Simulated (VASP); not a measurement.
Write the native input for VASP 6.6.1 that does the following.

```
Task                   : relaxation of cell and atoms
Functional             : PBE
Potentials or basis    : VASP PAW PBE potentials, release 64 (Hf_pv, C)
Cutoff                 : 600 eV
k mesh                 : 4 × 4 × 3
Occupations            : gaussian, width 0.2 eV
Spin                   : no spin polarisation
Dipole correction      : no
Further INCAR settings : ALGO = Normal; EDIFF = 1e-06; IBRION = 2; EDIFFG = -0.08; NSW = 36; ISIF = 3
```

The structure of Hf5C3 lies in POSCAR:

```
Hf5C3
1.0
    4.9547576700      0.0000000000      0.0000000000
   -2.4773788300      4.2909460100      0.0000000000
    0.0000000000      0.0000000000      6.3675978500
Hf C
5 3
Direct
    0.3333333300      0.6666666700      0.2172836300
    0.3333333300      0.6666666700      0.7827163700
    0.6666666700      0.3333333300      0.7827163700
    0.6666666700      0.3333333300      0.2172836300
    0.0000000000      0.0000000000      0.0000000000
    0.0000000000      0.0000000000      0.5000000000
    0.3333333300      0.6666666700      0.5000000000
    0.6666666700      0.3333333300      0.5000000000
```

The cell was built from a structure type or drawn by symmetry, and may not be a known phase.

The input as run:

INCAR

```
PREC = Accurate
ENCUT = 600
EDIFF = 1E-6
ISMEAR = 0
SIGMA = 0.2
LREAL = False
LASPH = True
NELM = 100
ALGO = Normal
ISIF = 3
LWAVE = False
LCHARG = False
GGA = PE
IBRION = 2
NSW = 36
EDIFFG = -0.08
```

KPOINTS

```
regular mesh
0
Gamma
  4 4 3
```

Potentials or basis: VASP PAW PBE potentials, release 64 (Hf_pv, C).

Command:

```console
$ cat potpaw_PBE.64/Hf_pv/POTCAR potpaw_PBE.64/C/POTCAR > POTCAR
$ mpirun -np 1 vasp_std > vasp.out
```

It gave:

```json
{
 "Relaxed volume": "19.16 Å³/atom",
 "Relaxed cell": "a = 5.025 Å, b = 5.025 Å, c = 7.008 Å, α = 90.00°, β = 90.00°, γ = 120.00°",
 "Space group after relaxing (to 0.1 Å)": "P6/mmm (No. 191)",
 "Energy gained by relaxing": "446.3 meV/atom",
 "Ionic steps": "12",
 "Pressure after relaxing": "0.0 GPa",
 "Largest force after relaxing": "0.011 eV/Å",
 "Band gap on the k mesh": "zero (bands 31 and 32 overlap by 0.19 eV)"
}
```

Caveat: the k points lie up to 0.36 Å⁻¹ apart in the final cell; spin-orbit coupling is left out, which moves the levels of the heavy elements.

Run time: 8.5 min on 1 thread of AMD EPYC 7R43 64-Core Processor (Zen 3), with other jobs on the host, peak memory 0.27 GiB.
